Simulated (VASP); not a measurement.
# W (Fm-3m) in VASP: settings compared

W is run at these levels: PBE, LDA, PBEsol; tasks: single point.

All numbers are computed with VASP 6.6.1; they aren't measurements. Logs are shortened: lines on timing, memory, paths and dates and some standing lists are left out, and cuts for length are marked.

## Step 1: The cell of the first run

The structure is cubic, space group Fm-3m (No. 225). Conventional cell: a = 4.140 Å, b = 4.140 Å, c = 4.140 Å, α = 90.00°, β = 90.00°, γ = 90.00°. W (site symmetry m-3m) has 12 W at 2.93 Å within 3.9 Å.

## Step 2: Single point, PBE

File INCAR:

```
PREC = Accurate ; ENCUT = 520
EDIFF = 1E-7 ; ISMEAR = -1
SIGMA = 0.05 ; LREAL = False
LASPH = True ; NELM = 80
ALGO = Normal ; ISIF = 2
LWAVE = False ; LCHARG = False
GGA = PE ; NBANDS = 13
```

File KPOINTS:

```
Automatic mesh
0
Gamma
  11 11 11
```

File POSCAR:

```
W
1.0
    0.0000000000      2.0698140295      2.0698140295
    2.0698140295      0.0000000000      2.0698140295
    2.0698140295      2.0698140295      0.0000000000
W
1
Direct
    0.0000000000      0.0000000000      0.0000000000
```

Potentials or basis: VASP PAW PBE potentials, release 64 (W_sv).

Launch:

```bash
$ cat potpaw_PBE.64/W_sv/POTCAR > POTCAR
$ mpirun -np 1 vasp_std > vasp.out
```

OUTCAR:

```text
PREC = Accurate
   ENCUT = 520
   EDIFF = 1E-7
   ISMEAR = -1
   LREAL = False
   LASPH = True
   NELM = 80
   ISIF = 2
   GGA = PE

 ion  position               nearest neighbor table
   1  0.000  0.000  0.000-

  LATTYP: Found a face centered cubic cell.
 ALAT       =     4.1396280590

  Lattice vectors:

 A1 = (   0.0000000000,   2.0698140295,   2.0698140295)
 A2 = (   2.0698140295,   0.0000000000,   2.0698140295)
 A3 = (   2.0698140295,   2.0698140295,   0.0000000000)

Analysis of symmetry for initial positions (statically):
=====================================================================
 Subroutine PRICEL returns:
 Original cell was already a primitive cell.

 Routine SETGRP: Setting up the symmetry group for a
 face centered cubic supercell.

 Subroutine GETGRP returns: Found 48 space group operations
 (whereof 48 operations were pure point group operations)
 out of a pool of 48 trial point group operations.

The static configuration has the point symmetry O_h .

Analysis of symmetry for dynamics (positions and initial velocities):
=====================================================================
 Subroutine PRICEL returns:
 Original cell was already a primitive cell.

 Routine SETGRP: Setting up the symmetry group for a
 face centered cubic supercell.

 Subroutine GETGRP returns: Found 48 space group operations
 (whereof 48 operations were pure point group operations)
 out of a pool of 48 trial point group operations.

The dynamic configuration has the point symmetry O_h .

 Subroutine INISYM returns: Found 48 space group operations
 (whereof 48 operations are pure point group operations),
 and found     1 'primitive' translations

----------------------------------------------------------------------------------------

                                     Primitive cell

  volume of cell :      17.7347

  direct lattice vectors                    reciprocal lattice vectors
     0.000000000  2.069814029  2.069814029    -0.241567596  0.241567596  0.241567596
     2.069814029  0.000000000  2.069814029     0.241567596 -0.241567596  0.241567596
     2.069814029  2.069814029  0.000000000     0.241567596  0.241567596 -0.241567596

  length of vectors
     2.927159072  2.927159072  2.927159072     0.418407350  0.418407350  0.418407350

  position of ions in fractional coordinates (direct lattice)
     0.000000000  0.000000000  0.000000000

  ion indices of the primitive-cell ions
   primitive index   ion index
                 1           1

----------------------------------------------------------------------------------------

 KPOINTS: Automatic mesh

Automatic generation of k-mesh.
 Grid dimensions read from file:
 generate k-points for:   11   11   11

 Generating k-lattice:

  Cartesian coordinates                     Fractional coordinates (reciprocal lattice)
    -0.021960691  0.021960691  0.021960691     0.090909091  0.000000000  0.000000000
     0.021960691 -0.021960691  0.021960691     0.000000000  0.090909091  0.000000000
     0.021960691  0.021960691 -0.021960691     0.000000000  0.000000000  0.090909091

  Length of vectors
     0.038037032  0.038037032  0.038037032

  Shift w.r.t. Gamma in fractional coordinates (k-lattice)
     0.000000000  0.000000000  0.000000000

 Subroutine IBZKPT returns following result:
 ===========================================

 Found     56 irreducible k-points:

 Following reciprocal coordinates:
            Coordinates               Weight
  0.000000  0.000000  0.000000      1.000000
  0.090909  0.000000  0.000000      8.000000
  0.181818  0.000000  0.000000      8.000000
  0.272727  0.000000  0.000000      8.000000
  0.363636  0.000000  0.000000      8.000000
  0.454545  0.000000  0.000000      8.000000
[... 16 lines left out ...]
 -0.272727  0.181818  0.000000     24.000000
 -0.181818  0.181818  0.000000     12.000000
 [... further k-points ...]
   k-points           NKPTS =     56   k-points in BZ     NKDIM =     56   number of bands    NBANDS=     13
   number of dos      NEDOS =    301   number of ions     NIONS =      1
   total plane-waves  NPLWV =  13824
   dimension x,y,z NGX =    24 NGY =   24 NGZ =   24
   dimension x,y,z NGXF=    48 NGYF=   48 NGZF=   48
   ions per type =               1
   NGX,Y,Z   is equivalent  to a cutoff of  13.63, 13.63, 13.63 a.u.
   NGXF,Y,Z  is equivalent  to a cutoff of  27.26, 27.26, 27.26 a.u.
 SYSTEM =  unknown system
   PREC   = accura    normal or accurate (medium, high low for compatibility)
   ISTART =      0    job   : 0-new  1-cont  2-samecut
   ICHARG =      2    charge: 1-file 2-atom 10-const
   ISPIN  =      1    spin polarized calculation?
   LNONCOLLINEAR =      F non collinear calculations
   LSORBIT =      F    spin-orbit coupling
   LASPH  =      T    aspherical Exc in radial PAW
   ENCUT  =  520.0 eV  38.22 Ry    6.18 a.u.   5.44  5.44  5.44*2*pi/ulx,y,z
   NELM   =     80;   NELMIN=  2; NELMDL= -5     # of ELM steps
   EDIFF  = 0.1E-06   stopping-criterion for ELM
   LREAL  =      F    real-space projection
   EDIFFG = 0.1E-05   stopping-criterion for IOM
   NSW    =      0    number of steps for IOM
   IBRION =     -1    ionic relax: 0-MD 1-quasi-New 2-CG
   NFREE  =      0    steps in history (QN), initial steepest desc. (CG)
   ISIF   =      2    stress and relaxation
   ISYM   =      2    0-nonsym 1-usesym 2-fastsym
   POTIM  = 0.5000    time-step for ionic-motion
   TEBEG  =    0.0;   TEEND  =   0.0 temperature during run
   PSTRESS=    0.0 pullay stress
   NELECT =      14.0000    total number of electrons
   NUPDOWN=      -1.0000    fix difference up-down
   EMIN   =  10.00;   EMAX   =-10.00  energy-range for DOS
   EFERMI =   0.00;   METHOD = LEGACY
   ISMEAR =    -1;   SIGMA  =   0.05  broadening in eV -4-tet -1-fermi 0-gaus
   EFERMI_NEDOS =   21; number of points for ismear=-14 and -15
   IALGO  =     38    algorithm
   IMIX   =      4    mixing-type and parameters
     AMIX     =   0.40;   BMIX     =  1.00
     AMIX_MAG =   1.60;   BMIX_MAG =  1.00
  volume/ion in A,a.u.               =      17.73       119.68
  Fermi-wavevector in a.u.,A,eV,Ry     =   1.513014  2.859181 31.146598  2.289210
  Thomas-Fermi vector in A             =   2.622861
   LORBIT       =      0    0 simple, 1 ext, 2 COOP (PROOUT), +10 PAW based schemes
   GGA     = PE    functional components
   LHFCALC =     F    Hartree Fock is set to
   AEXX    =    0.0000 exact exchange contribution
   IVDW    =     0    specifies the selected vdW correction
   LEPSILON=     F    determine dielectric tensor
   LRPA    =     F    only Hartree local field effects (RPA)
 non-spin polarized calculation
  energy-cutoff  :      520.00
  volume of cell :       17.73
 maximum number of plane-waves:       531
 NGX is ok and might be reduce to    24
   NGX = 11   NGY = 11   NGZ = 11

 number of electron      13.9999998 magnetization

 Free energy of the ion-electron system (eV)
  ---------------------------------------------------
  ext. energy  EPLUGINS =         0.00000000
  ---------------------------------------------------
  free energy    TOTEN  =       -12.40826300 eV

  energy without entropy =      -12.39775852  energy(sigma->0) =      -12.40301076

 E-fermi :   9.4882     XC(G=0): -13.0067

 val. band max:        9.4646155860   @ k =  -0.2727   0.0909   0.0000
 cond. band min:       9.5080600236   @ k =   0.1818   0.0909   0.0000
 fundamental gap:      0.0434444376
 Fermi energy:         9.4882350866

 k-point     1 :       0.0000    0.0000    0.0000
  band No.  band energies     occupation
      1     -64.3638      2.00000
      2     -28.0804      2.00000
      3     -28.0804      2.00000
      4     -28.0804      2.00000
      5       0.8737      2.00000
      6       8.9875      1.99991
      7       8.9875      1.99991
      8       8.9875      1.99991
      9      11.7815      0.00000
     10      11.7815      0.00000
     11      22.1347      0.00000
     12      26.9768      0.00000
     13      26.9768      0.00000

 k-point     2 :       0.0909    0.0000    0.0000
  band No.  band energies     occupation
      1     -64.3579      2.00000
      2     -28.1538      2.00000
      3     -28.0901      2.00000
      4     -28.0901      2.00000
      5       1.2017      2.00000
      6       8.7480      2.00000
      7       9.1346      1.99831
      8       9.1346      1.99831
      9      11.6605      0.00000
     10      11.6605      0.00000
     11      22.7721      0.00000
     12      25.6707      0.00000
     13      27.5836      0.00000

 k-point     3 :       0.1818    0.0000    0.0000
  band No.  band energies     occupation
      1     -64.3421      2.00000
      2     -28.3473      2.00000
      3     -28.1158      2.00000
      4     -28.1158      2.00000
      5       2.0961      2.00000
      6       8.2614      2.00000
      7       9.3952      1.73073
      8       9.3952      1.73073
      9      11.5679      0.00000
     10      11.5679      0.00000
     11      23.3752      0.00000
     12      24.6871      0.00000
     13      29.2590      0.00000
[... 305 lines left out ...]
 k-point    23 :      -0.2727    0.1818    0.0000
  band No.  band energies     occupation
      1     -64.2969      2.00000
      2     -28.7146      2.00000
      3     -28.3655      2.00000
      4     -28.1799      2.00000
      5       4.9035      2.00000
      6       7.6679      2.00000
      7       8.2818      2.00000
      8       9.9485      0.00020
      9      11.5150      0.00000
     10      14.7713      0.00000
     11      21.4584      0.00000
     12      25.0532      0.00000
     13      25.9343      0.00000

 k-point    24 :      -0.1818    0.1818    0.0000
  band No.  band energies     occupation
      1     -64.3144      2.00000
      2     -28.5705      2.00000
      3     -28.2875      2.00000
      4     -28.1411      2.00000
      5       3.8260      2.00000
      6       7.5819      2.00000
      7       8.9184      1.99998
      8      10.3667      0.00000
      9      10.4171      0.00000
     10      13.5167      0.00000
     11      23.0557      0.00000
     12      26.4764      0.00000
     13      27.2185      0.00000

 [... further k-points ...]
[... 5 lines left out ...]
  --------------------------------------------------------------------------------------
  -------------------------------------------------------------------------------------
  Total       -2.0317246     -2.0317246     -2.0317246      0.0000000      0.0000000      0.0000000
  in kB     -183.5487566   -183.5487566   -183.5487566      0.0000000      0.0000000      0.0000000
  external PRESSURE =    -183.5487566 kB  Pullay stress =       0.0000000 kB

 VOLUME and BASIS-vectors are now :
 -----------------------------------------------------------------------------
  energy-cutoff  :      520.00
  volume of cell :       17.73
      direct lattice vectors                 reciprocal lattice vectors
     0.000000000  2.069814029  2.069814029    -0.241567596  0.241567596  0.241567596
     2.069814029  0.000000000  2.069814029     0.241567596 -0.241567596  0.241567596
     2.069814029  2.069814029  0.000000000     0.241567596  0.241567596 -0.241567596

 POSITION                                       TOTAL-FORCE (eV/Angst)
 -----------------------------------------------------------------------------------
      0.00000      0.00000      0.00000         0.000000      0.000000      0.000000
 -----------------------------------------------------------------------------------
    total drift:                               -0.000000      0.000000      0.000000

  FREE ENERGIE OF THE ION-ELECTRON SYSTEM (eV)
  ---------------------------------------------------
  free  energy   TOTEN  =       -12.4082629994 eV

  energy  without entropy=      -12.3977585200  energy(sigma->0) =      -12.40301076
```

Wall time 5.7 s (1 thread of Intel Xeon 6975P-C (Granite Rapids), shared host); peak memory 0.14 GiB.

What came out:

| Quantity | Value |
| --- | --- |
| Free energy | -12.4083 eV |
| Pressure | -18.4 GPa |
| Band gap on the k mesh | zero (band 7 reaches 11.75 eV, above the bottom of band 8 at 8.99 eV) |

Levels at points of the mesh, in eV from the Fermi level:
```csv
k point,band 5,band 6,band 7,band 8,band 9,band 10
"(0.00, 0.00, 0.00)",-8.61,-0.50,-0.50,-0.50,2.29,2.29
```

Caveat: spin-orbit coupling is left out, which moves the levels of the heavy elements.

## Step 3: Single point, LDA

This run uses another cell than the first one, of 16.73 Å³/atom, 0.943 times its volume.

File INCAR:

```
SYSTEM = W
PREC = Accurate
ENCUT = 520
EDIFF = 1E-7
ISMEAR = -1
SIGMA = 0.05
LREAL = .FALSE.
LASPH = .TRUE.
NELM = 80
ALGO = Normal
ISIF = 2
LWAVE = .FALSE.
LCHARG = .FALSE.
NBANDS = 13
```

File KPOINTS:

```
Automatic mesh
0
G
  11 11 11
  0 0 0
```

File POSCAR:

```
W
1.0
    0.0000000000      2.0300000000      2.0300000000
    2.0300000000      0.0000000000      2.0300000000
    2.0300000000      2.0300000000      0.0000000000
W
1
Direct
    0.0000000000      0.0000000000      0.0000000000
```

Potentials or basis: VASP PAW LDA potentials, release 64 (W_sv).

Launch:

```bash
$ cat potpaw_LDA.64/W_sv/POTCAR > POTCAR
$ mpirun -np 1 vasp_std > vasp.out
```

It took 3.6 s on 1 thread of Intel Xeon 6975P-C (Granite Rapids), shared host; peak memory 0.13 GiB.

It converged, with:

- Free energy: -13.5731 eV
- Pressure: -16.2 GPa
- Band gap on the k mesh: zero (band 7 reaches 12.78 eV, above the bottom of band 8 at 9.52 eV)

Levels at points of the mesh, in eV from the Fermi level:
```tsv
k point	band 4	band 5	band 6	band 7	band 8	band 9	band 10	band 11
(0.00, 0.00, 0.00)	-37.15	-8.78	-0.54	-0.54	-0.54	2.46	2.46	12.88
```

Caveat: spin-orbit coupling is left out, which moves the levels of the heavy elements.

## Step 4: Single point, PBEsol

This run uses another cell than the first one, of 16.73 Å³/atom, 0.943 times its volume.

File INCAR:

```
PREC = Accurate ; ENCUT = 520
EDIFF = 1E-6 ; ISMEAR = -1
SIGMA = 0.05 ; LREAL = F
LASPH = T ; NELM = 100
ALGO = Fast ; ISIF = 2
LWAVE = F ; LCHARG = F
GGA = PS ; NBANDS = 13
```

File KPOINTS:

```
regular mesh
0
Gamma
  11 11 11
```

POSCAR is that of step 3.

Potentials or basis: VASP PAW PBE potentials, release 64 (W_sv).

Launch:

```bash
$ cat potpaw_PBE.64/W_sv/POTCAR > POTCAR
$ mpirun -np 1 vasp_std > vasp.out
```

Wall time 5.1 s (1 thread of Intel Xeon 6975P-C (Granite Rapids), shared host); peak memory 0.14 GiB.

The run converged. Its results:

| Property | Result |
| --- | --- |
| Free energy | -13.2953 eV |
| Pressure | -12.3 GPa |
| Band gap on the k mesh | zero (band 7 reaches 12.63 eV, above the bottom of band 8 at 9.52 eV) |

Levels at points of the mesh, in eV from the Fermi level:
```
           k point  band 3  band 4  band 5  band 6  band 7  band 8  band 9  band 10  band 11  band 12
(0.00, 0.00, 0.00)  -37.32  -37.32   -8.91   -0.54   -0.54   -0.54    2.49     2.49    12.80    17.88
```

Caveat: the PAW data sets were made with another functional, which shifts forces and pressure a little; spin-orbit coupling is left out, which moves the levels of the heavy elements.

## Step 5: Single point, PBEsol

This run uses another cell than the first one, of 16.73 Å³/atom, 0.943 times its volume.

INCAR is that of step 4.

KPOINTS is that of step 4.

POSCAR is that of step 4.

Launch:

```bash
$ cat potpaw_PBE.64/W_sv/POTCAR > POTCAR
$ mpirun -np 1 vasp_std > vasp.out
```

Run time: 5.1 s. Hardware: 1 thread of Intel Xeon 6975P-C (Granite Rapids), shared host; peak memory 0.14 GiB.

Results (log left out):

* Free energy: -13.2953 eV
* Pressure: -12.3 GPa
* Band gap on the k mesh: zero (band 7 reaches 12.63 eV, above the bottom of band 8 at 9.52 eV)

Levels at points of the mesh, in eV from the Fermi level:
```csv
k point,band 4,band 5,band 6,band 7,band 8,band 9,band 10,band 11
"(0.00, 0.00, 0.00)",-37.32,-8.91,-0.54,-0.54,-0.54,2.49,2.49,12.80
```

Caveat: the PAW data sets were made with another functional, which shifts forces and pressure a little; spin-orbit coupling is left out, which moves the levels of the heavy elements.

## Step 6: Single point, LDA

This run uses another cell than the first one, of 16.73 Å³/atom, 0.943 times its volume.

File INCAR:

```
SYSTEM = W
PREC = Accurate
ENCUT = 520
EDIFF = 1E-7
ISMEAR = -1
SIGMA = 0.05
LREAL = .FALSE.
LASPH = .TRUE.
NELM = 80
ALGO = Normal
ISIF = 2
LWAVE = .FALSE.
LCHARG = .FALSE.
NBANDS = 13
```

File KPOINTS:

```
Automatic mesh
0
G
  11 11 11
  0 0 0
```

POSCAR is that of step 5.

Potentials or basis: VASP PAW LDA potentials, release 64 (W_sv).

Launch:

```bash
$ cat potpaw_LDA.64/W_sv/POTCAR > POTCAR
$ mpirun -np 1 vasp_std > vasp.out
```

Run time: 3.8 s. Hardware: 1 thread of Intel Xeon 6975P-C (Granite Rapids), shared host; peak memory 0.13 GiB.

Results (log left out):

- Free energy: -13.5731 eV
- Pressure: -16.2 GPa
- Band gap on the k mesh: zero (band 7 reaches 12.78 eV, above the bottom of band 8 at 9.52 eV)

Levels at points of the mesh, in eV from the Fermi level:
```csv
k point,band 4,band 5,band 6,band 7,band 8,band 9,band 10,band 11
"(0.00, 0.00, 0.00)",-37.15,-8.78,-0.54,-0.54,-0.54,2.46,2.46,12.88
```

Caveat: spin-orbit coupling is left out, which moves the levels of the heavy elements.

## Step 7: Summary

| level | potentials or basis | cell | gap on the mesh (eV) | pressure (GPa) |
| --- | --- | --- | --- | --- |
| PBE | VASP PAW PBE potentials, release 64 (W_sv) | a = 2.927 Å, angles 60.0°, 1 atom | none | -18.4 |
| LDA | VASP PAW LDA potentials, release 64 (W_sv) | a = 2.871 Å, angles 60.0°, 1 atom | none | -16.2 |
| PBEsol | VASP PAW PBE potentials, release 64 (W_sv) | a = 2.871 Å, angles 60.0°, 1 atom | none | -12.3 |

Alike in all rows: task single point; no spin polarisation; k mesh 11 × 11 × 11; cutoff (eV) 520; smearing fermi-dirac 0.05 eV.

Caveats: spin-orbit coupling is left out, which moves the levels of the heavy elements; the PAW data sets were made with another functional, which shifts forces and pressure a little (some runs).

Absolute energies hang on the potentials; compare differences alone.
